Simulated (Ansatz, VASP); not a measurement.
## Two plane-wave programs on Al5N

```
Al N
1.0
     3.05651    1.76467    2.63192
    -3.05651    1.76467    2.63192
     0.00000   -3.52935    2.63192
Al N
5 1
Direct
  0.19377 0.86539 0.19377
  0.19377 0.19377 0.86539
  0.86539 0.19377 0.19377
  0.91975 0.91975 0.91975
  0.37145 0.37145 0.37145
  0.68884 0.68884 0.68884
```

Alike in both runs: task single point; functional PBE; k mesh 6 × 6 × 6; occupations gaussian, width 0.1 eV; no spin polarisation.

|  | VASP | Ansatz |
| --- | --- | --- |
| version | VASP 6.6.1 | Ansatz 0.2.0 |
| potentials or method | VASP PAW PBE potentials, release 64 (Al, N), cutoff 520 eV | scalar-relativistic, plane waves, PAW |
| valence electrons in the cell | 20 | 20 |

```tsv
	VASP	Ansatz	Ansatz less VASP
gap on the k mesh at the Fermi level (eV)	none	none	-
rms of the force components (eV/Å)	13.509	13.575	+0.0658
```

Atom by atom the forces differ by 0.081 eV/Å (rms over components). A gap of «none» marks a metal or a gap that the smearing closes. With one functional, cell and mesh, what is left measures potentials, basis and numerics.
